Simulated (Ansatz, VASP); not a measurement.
**Mg in VASP and in Ansatz**

File INCAR:

```
  PREC = Accurate
  ENCUT = 520
  EDIFF = 1E-6
  ISMEAR = 0
  SIGMA = 0.1
  LREAL = F
  LASPH = T
  NELM = 80
  ALGO = Normal
  ISIF = 2
  LWAVE = F
  LCHARG = T
  GGA = PS
  LELF = T
  LVHAR = T
  NBANDS = 7
```

Contents of KPOINTS:

```
regular mesh
0
Gamma
  6 6 6
```

POSCAR

```
Mg
1.0
    2.8624405726      0.0000000000      0.0000000000
    0.0000000000      2.8624405726      0.0000000000
    0.0000000000      0.0000000000      2.8624405726
Mg
1
Direct
    0.0000000000      0.0000000000      0.0000000000
```

Input for Ansatz:

```yaml
crystal:
  lattice:
    - [2.8624405726, 0.0, 0.0]
    - [0.0, 2.8624405726, 0.0]
    - [0.0, 0.0, 2.8624405726]
  atoms:
    - { symbol: Mg, position: [0.0, 0.0, 0.0] }
basis:
  ecutwfc: 420
kpoints:
  mp_grid: { grid: [6, 6, 6] }
hamiltonian:
  xc: pbesol
scf:
  occupations: { method: gaussian, width: 0.1 }
  lower_state_search: "off"
output:
  forces: true
  stress: true
  eigenvalues: true
```

Alike in both runs: task single point; functional PBEsol; k mesh 6 × 6 × 6; occupations gaussian, width 0.1 eV; no spin polarisation.

|  | VASP | Ansatz |
| --- | --- | --- |
| version | VASP 6.6.1 | Ansatz 0.2.0 |
| potentials or method | VASP PAW PBE potentials, release 64 (Mg), cutoff 520 eV | scalar-relativistic, plane waves, PAW |
| valence electrons in the cell | 2 | 10 |

```tsv
	VASP	Ansatz	Ansatz less VASP
gap on the k mesh at the Fermi level (eV)	none	none	-
pressure (GPa)	4.3	4.3	+0.02
```

VASP's potentials were made for PBE, not for PBEsol. A gap of «none» marks a metal or a gap that the smearing closes. VASP's potentials hold 2 valence electrons a cell and Ansatz's 10, so a difference there can come from the potentials and not from the codes.

The k mesh is coarse, so the values compare programs but aren't converged.
